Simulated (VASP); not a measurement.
# SnSe (Pnma) in VASP: a series of runs, part 2 of 3

VASP 6.6.1.

**4. Single point, PBE (epitaxial xy strain -2.0%)**

INCAR

```
  PREC = Accurate
  ENCUT = 520
  EDIFF = 1E-6
  ISMEAR = -1
  SIGMA = 0.02
  LREAL = False
  LASPH = True
  NELM = 100
  ALGO = Normal
  ISIF = 2
  LWAVE = False
  LCHARG = False
  GGA = PE
  NBANDS = 50
```

KPOINTS

```
regular mesh
0
Gamma
  2 6 6
```

POSCAR

```
SnSe
1.0
   11.5044727694      0.0000000000      0.0000000000
    0.0000000000      4.0468843501      0.0000000000
    0.0000000000      0.0000000000      4.8238562955
Sn Se
4 4
Direct
    0.6174645421      0.7500000000      0.3677702109
    0.8825354579      0.2500000000      0.8677702109
    0.3825354579      0.2500000000      0.6322297891
    0.1174645421      0.7500000000      0.1322297891
    0.1474825466      0.2500000000      0.5111949319
    0.6474825466      0.2500000000      0.9888050681
    0.3525174534      0.7500000000      0.0111949319
    0.8525174534      0.7500000000      0.4888050681
```

Potentials or basis: VASP PAW PBE potentials, release 64 (Sn_d, Se).

Launch:

```
> cat potpaw_PBE.64/Sn_d/POTCAR potpaw_PBE.64/Se/POTCAR > POTCAR
> mpirun -np 1 vasp_std > vasp.out
```

OUTCAR:

```text
PREC = Accurate
   ENCUT = 520
   EDIFF = 1E-6
   ISMEAR = -1
   LREAL = False
   LASPH = True
   NELM = 100
   ISIF = 2
   GGA = PE

 ion  position               nearest neighbor table
   1  0.617  0.750  0.368-   6 2.75   6 2.75   8 2.77   3 3.61   3 3.61
   2  0.883  0.250  0.868-   8 2.75   8 2.75   6 2.77   4 3.61   4 3.61
   3  0.383  0.250  0.632-   7 2.75   7 2.75   5 2.77   1 3.61   1 3.61
   4  0.117  0.750  0.132-   5 2.75   5 2.75   7 2.77   2 3.61   2 3.61
   5  0.147  0.250  0.511-   4 2.75   4 2.75   3 2.77
   6  0.647  0.250  0.989-   1 2.75   1 2.75   2 2.77
   7  0.353  0.750  0.011-   3 2.75   3 2.75   4 2.77
   8  0.853  0.750  0.489-   2 2.75   2 2.75   1 2.77

  LATTYP: Found a simple orthorhombic cell.
 ALAT       =     4.0468843501
 B/A-ratio  =     1.1919926240
 C/A-ratio  =     2.8427975139

  Lattice vectors:

 A1 = (   0.0000000000,   4.0468843501,   0.0000000000)
 A2 = (   0.0000000000,   0.0000000000,   4.8238562955)
 A3 = (  11.5044727694,   0.0000000000,   0.0000000000)

Analysis of symmetry for initial positions (statically):
=====================================================================
 Subroutine PRICEL returns:
 Original cell was already a primitive cell.

 Routine SETGRP: Setting up the symmetry group for a
 simple orthorhombic supercell.

 Subroutine GETGRP returns: Found  8 space group operations
 (whereof  2 operations were pure point group operations)
 out of a pool of  8 trial point group operations.

The static configuration has the point symmetry S_2 .
 The point group associated with its full space group is D_2h.

Analysis of symmetry for dynamics (positions and initial velocities):
=====================================================================
 Subroutine PRICEL returns:
 Original cell was already a primitive cell.

 Routine SETGRP: Setting up the symmetry group for a
 simple orthorhombic supercell.

 Subroutine GETGRP returns: Found  8 space group operations
 (whereof  2 operations were pure point group operations)
 out of a pool of  8 trial point group operations.

The dynamic configuration has the point symmetry S_2 .
 The point group associated with its full space group is D_2h.

 Subroutine INISYM returns: Found  8 space group operations
 (whereof  2 operations are pure point group operations),
 and found     1 'primitive' translations

----------------------------------------------------------------------------------------

                                     Primitive cell

  volume of cell :     224.5856

  direct lattice vectors                    reciprocal lattice vectors
    11.504472769  0.000000000  0.000000000     0.086922714  0.000000000  0.000000000
     0.000000000  4.046884350  0.000000000     0.000000000  0.247103676  0.000000000
     0.000000000  0.000000000  4.823856295     0.000000000  0.000000000  0.207303025

  length of vectors
    11.504472769  4.046884350  4.823856295     0.086922714  0.247103676  0.207303025

  position of ions in fractional coordinates (direct lattice)
     0.617464542  0.750000000  0.367770211
     0.882535458  0.250000000  0.867770211
     0.382535458  0.250000000  0.632229789
     0.117464542  0.750000000  0.132229789
     0.147482547  0.250000000  0.511194932
[... 40 lines left out ...]

 Following reciprocal coordinates:
            Coordinates               Weight
  0.000000  0.000000  0.000000      1.000000
  0.500000  0.000000  0.000000      1.000000
  0.000000  0.166667  0.000000      2.000000
  0.500000  0.166667  0.000000      2.000000
  0.000000  0.333333  0.000000      2.000000
  0.500000  0.333333  0.000000      2.000000
[... 16 lines left out ...]
  0.000000  0.500000  0.333333      2.000000
  0.500000  0.500000  0.333333      2.000000
 [... further k-points ...]
   k-points           NKPTS =     32   k-points in BZ     NKDIM =     32   number of bands    NBANDS=     50
   number of dos      NEDOS =    301   number of ions     NIONS =      8
   total plane-waves  NPLWV =  97200
   dimension x,y,z NGX =    90 NGY =   30 NGZ =   36
   dimension x,y,z NGXF=   180 NGYF=   60 NGZF=   72
   ions per type =               4   4
   NGX,Y,Z   is equivalent  to a cutoff of  13.01, 12.32, 12.41 a.u.
   NGXF,Y,Z  is equivalent  to a cutoff of  26.01, 24.65, 24.81 a.u.
 SYSTEM =  unknown system
   PREC   = accura    normal or accurate (medium, high low for compatibility)
   ISTART =      0    job   : 0-new  1-cont  2-samecut
   ICHARG =      2    charge: 1-file 2-atom 10-const
   ISPIN  =      1    spin polarized calculation?
   LNONCOLLINEAR =      F non collinear calculations
   LSORBIT =      F    spin-orbit coupling
   LASPH  =      T    aspherical Exc in radial PAW
   ENCUT  =  520.0 eV  38.22 Ry    6.18 a.u.  21.39  7.52  8.97*2*pi/ulx,y,z
   NELM   =    100;   NELMIN=  2; NELMDL= -5     # of ELM steps
   EDIFF  = 0.1E-05   stopping-criterion for ELM
   LREAL  =      F    real-space projection
   EDIFFG = 0.1E-04   stopping-criterion for IOM
   NSW    =      0    number of steps for IOM
   IBRION =     -1    ionic relax: 0-MD 1-quasi-New 2-CG
   NFREE  =      0    steps in history (QN), initial steepest desc. (CG)
   ISIF   =      2    stress and relaxation
   ISYM   =      2    0-nonsym 1-usesym 2-fastsym
   POTIM  = 0.5000    time-step for ionic-motion
   TEBEG  =    0.0;   TEEND  =   0.0 temperature during run
   PSTRESS=    0.0 pullay stress
   NELECT =      80.0000    total number of electrons
   NUPDOWN=      -1.0000    fix difference up-down
   EMIN   =  10.00;   EMAX   =-10.00  energy-range for DOS
   EFERMI =   0.00;   METHOD = LEGACY
   ISMEAR =    -1;   SIGMA  =   0.02  broadening in eV -4-tet -1-fermi 0-gaus
   EFERMI_NEDOS =   21; number of points for ismear=-14 and -15
   IALGO  =     38    algorithm
   IMIX   =      4    mixing-type and parameters
     AMIX     =   0.40;   BMIX     =  1.00
     AMIX_MAG =   1.60;   BMIX_MAG =  1.00
  volume/ion in A,a.u.               =      28.07       189.45
  Fermi-wavevector in a.u.,A,eV,Ry     =   1.160497  2.193022 18.323706  1.346754
  Thomas-Fermi vector in A             =   2.297079
   LORBIT       =      0    0 simple, 1 ext, 2 COOP (PROOUT), +10 PAW based schemes
   GGA     = PE    functional components
[... 5 lines left out ...]
 non-spin polarized calculation
  energy-cutoff  :      520.00
  volume of cell :      224.59
 maximum number of plane-waves:      6076
 NGX is ok and might be reduce to    90
   NGX = 43   NGY = 15   NGZ = 17

 number of electron      80.0000008 magnetization

 Free energy of the ion-electron system (eV)
  ---------------------------------------------------
  ext. energy  EPLUGINS =         0.00000000
  ---------------------------------------------------
  free energy    TOTEN  =       -32.77166517 eV

  energy without entropy =      -32.77166517  energy(sigma->0) =      -32.77166517

 E-fermi :   5.1897     XC(G=0):  -9.4290

 val. band max:        4.8403084075   @ k =   0.0000   0.0000   0.3333
 cond. band min:       5.5385582945   @ k =   0.0000   0.3333   0.0000
 fundamental gap:      0.6982498871
 Fermi energy:         5.1897403429

 k-point     1 :       0.0000    0.0000    0.0000
  band No.  band energies     occupation
      1     -16.3863      2.00000
      2     -16.3745      2.00000
      3     -16.3707      2.00000
      4     -16.3632      2.00000
      5     -16.3600      2.00000
      6     -16.3570      2.00000
[... 1261 lines left out ...]
     49      10.1721      0.00000
     50      10.1721      0.00000

 [... further k-points ...]

------------------------ aborting loop because EDIFF is reached ----------------------------------------

  FORCE on cell =-STRESS in cart. coord.  units (eV):
  Direction    XX          YY          ZZ          XY          YZ          ZX
  --------------------------------------------------------------------------------------
  -------------------------------------------------------------------------------------
  Total        2.5737154      3.2438555      1.5190782      0.0000000      0.0000000      0.0000000
  in kB       18.3606994     23.1414307     10.8369943      0.0000000      0.0000000      0.0000000
  external PRESSURE =      17.4463748 kB  Pullay stress =       0.0000000 kB

 VOLUME and BASIS-vectors are now :
 -----------------------------------------------------------------------------
  energy-cutoff  :      520.00
  volume of cell :      224.59
      direct lattice vectors                 reciprocal lattice vectors
    11.504472769  0.000000000  0.000000000     0.086922714  0.000000000  0.000000000
     0.000000000  4.046884350  0.000000000     0.000000000  0.247103676  0.000000000
     0.000000000  0.000000000  4.823856295     0.000000000  0.000000000  0.207303025

 POSITION                                       TOTAL-FORCE (eV/Angst)
 -----------------------------------------------------------------------------------
      7.10360      3.03516      1.77407        -0.179008     -0.000000      0.176594
     10.15311      1.01172      4.18600         0.179008      0.000000      0.176594
      4.40087      1.01172      3.04979         0.179008      0.000000     -0.176594
      1.35137      3.03516      0.63786        -0.179008     -0.000000     -0.176594
      1.69671      1.01172      2.46593        -0.112079      0.000000      0.185431
      7.44895      1.01172      4.76985        -0.112079      0.000000     -0.185431
      4.05553      3.03516      0.05400         0.112079      0.000000      0.185431
      9.80776      3.03516      2.35793         0.112079      0.000000     -0.185431
 -----------------------------------------------------------------------------------
    total drift:                               -0.000000      0.000000     -0.000000

  FREE ENERGIE OF THE ION-ELECTRON SYSTEM (eV)
  ---------------------------------------------------
  free  energy   TOTEN  =       -32.7716651731 eV

  energy  without entropy=      -32.7716651720  energy(sigma->0) =      -32.77166517
```

Run time: 2.5 min. Hardware: 1 thread of Intel Xeon 6975P-C (Granite Rapids), shared host; peak memory 0.43 GiB.

What came out:

| Property | Result |
| --- | --- |
| Free energy | -32.7717 eV |
| Pressure | 1.7 GPa |
| Largest force | 0.251 eV/Å |
| Band gap on the k mesh | 0.70 eV (least direct gap 1.11 eV) |

Forces on the atoms (eV/Å):
```
Sn  -0.179  0.000  0.177
Sn   0.179  0.000  0.177
Sn   0.179  0.000 -0.177
Sn  -0.179  0.000 -0.177
Se  -0.112  0.000  0.185
Se  -0.112  0.000 -0.185
Se   0.112  0.000  0.185
Se   0.112  0.000 -0.185
```

Levels at points of the mesh, in eV from the valence-band top:
```tsv
k point	band 37	band 38	band 39	band 40	band 41	band 42	band 43	band 44
(0.00, 0.00, 0.00)	-1.25	-0.84	-0.67	-0.14	1.15	2.58	2.70	2.87
(0.50, 0.00, 0.00)	-1.48	-1.48	-0.43	-0.43	2.43	2.43	2.61	2.61
(0.00, 0.50, 0.00)	-1.23	-1.23	-0.93	-0.93	1.14	1.14	1.22	1.22
(0.50, 0.50, 0.00)	-1.32	-1.32	-1.32	-1.32	1.45	1.45	1.45	1.45
(0.00, 0.00, 0.50)	-0.89	-0.89	-0.08	-0.08	1.44	1.44	1.98	1.98
(0.50, 0.00, 0.50)	-0.58	-0.58	-0.11	-0.11	1.50	1.50	2.03	2.03
(0.00, 0.50, 0.50)	-1.98	-1.98	-1.09	-1.09	2.71	2.71	2.87	2.87
(0.50, 0.50, 0.50)	-1.22	-1.22	-1.22	-1.22	2.54	2.54	2.54	2.54
```

Caveat: the cell differs from its parent crystal (epitaxial xy strain -2.0%); spin-orbit coupling is left out, which moves the levels of the heavy elements.

(Part 2 of 3 ends here.)
